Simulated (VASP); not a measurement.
**Fe: single point with PBE**

Fe:

```xyz
2
Lattice="0.0000 2.1436 2.1436 2.1436 0.0000 2.1436 2.1436 2.1436 0.0000" Properties=species:S:1:pos:R:3 pbc="T T T"
Fe   -0.5359   -0.5359   -0.5359
Fe    0.5359    0.5359    0.5359
```

This isn't the form of Fe at room conditions, which is bcc.

```
Program                : VASP 6.6.1
Task                   : single point
Functional             : PBE
Potentials or basis    : VASP PAW PBE potentials, release 64 (Fe)
Cutoff                 : 520 eV
k mesh                 : 15 × 15 × 15
Occupations            : fermi-dirac, width 0.08 eV
Spin                   : collinear spin, ferromagnetic start
Starting moments       : [2.5, 2.5] μB
Dipole correction      : no
Further INCAR settings : ALGO = Normal; EDIFF = 1e-06; NBANDS = 19
```

```json
{
 "Pressure": "124.9 GPa",
 "Band gap on the k mesh": "zero (filled and empty bands overlap)",
 "Net moment": "0.00 μB per cell"
}
```

Levels at points of the mesh, in eV from the Fermi level:
Spin up:
```
           k point  band 6  band 7  band 8  band 9  band 10  band 11
(0.00, 0.00, 0.00)   -3.69   -0.64   -0.64   -0.64     2.17     2.17
```
Spin down:
| k point | band 6 | band 7 | band 8 | band 9 | band 10 | band 11 |
| --- | --- | --- | --- | --- | --- | --- |
| (0.00, 0.00, 0.00) | -3.69 | -0.64 | -0.64 | -0.64 | 2.17 | 2.17 |

Wall time 36 s on 1 thread of Intel(R) Xeon(R) 6975P-C (Granite Rapids), on a shared host, peak memory 0.19 GiB.

Caveat: atoms lie so close that the PAW spheres overlap strongly, which falsifies energies and pressures; the cell stands under pressure; the moments typed at the start vanished in this run.
